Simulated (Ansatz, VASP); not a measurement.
## One calculation of Os, two programs

File INCAR:

```
ALGO     = Normal         # electronic algorithm
EDIFF    = 1E-7           # SCF threshold, eV
ENCUT    = 520            # plane-wave cutoff, eV
GGA      = RP             # functional
ISIF     = 2              # what is computed and relaxed
ISMEAR   = -1             # smearing method
LASPH    = True           # aspherical terms in the spheres
LCHARG   = False          # write CHGCAR
LREAL    = False          # projectors in reciprocal space
LWAVE    = False          # write WAVECAR
NBANDS   = 10             # bands
NELM     = 80             # most SCF steps
PREC     = Accurate       # precision mode
SIGMA    = 0.1            # smearing width, eV
```

KPOINTS

```
k-points
0
Gamma
  14 14 14
```

File POSCAR:

```
Os
1.0
    2.6351222280      0.0000000000      0.0000000000
    0.0000000000      2.6351222280      0.0000000000
    0.0000000000      0.0000000000      2.6351222280
Os
1
Direct
    0.0000000000      0.0000000000      0.0000000000
```

Input for Ansatz:

```yaml
crystal:
  lattice:
    - [2.635122228, 0.0, 0.0]
    - [0.0, 2.635122228, 0.0]
    - [0.0, 0.0, 2.635122228]
  atoms:
    - { symbol: Os, position: [0.0, 0.0, 0.0] }
hamiltonian:
  xc: rpbe
  pseudopotentials:
    kind: paw
    azcp:
      Os: "pseudopotentials/Os.paw.azcp"
basis:
  ecutwfc: 420
  fft_grid_basis: typed
kpoints:
  mp_grid: { grid: [14, 14, 14], shift: [0, 0, 0] }
magnetization:
  spin_polarized: false
scf:
  occupations: { method: fermi_dirac, width: 0.1 }
  lower_state_search: "off"
output:
  stress: true
```

Alike in both runs: task single point; functional RPBE; k mesh 14 × 14 × 14; occupations fermi-dirac, width 0.1 eV; no spin polarisation.

|  | VASP | Ansatz |
| --- | --- | --- |
| version | VASP 6.6.1 | Ansatz 0.2.0 |
| potentials or method | VASP PAW PBE potentials, release 64 (Os), cutoff 520 eV | plane waves (420 eV) with PAW, scalar-relativistic |
| valence electrons in the cell | 8 | 16 |

```csv
,VASP,Ansatz,Ansatz less VASP
pressure (GPa),-16.8,-16.2,+0.52
```

VASP's potentials were made for PBE, not for RPBE. VASP's potentials hold 8 valence electrons a cell and Ansatz's 16, so a difference there can come from the potentials and not from the codes.

Neither program's run includes spin-orbit coupling.
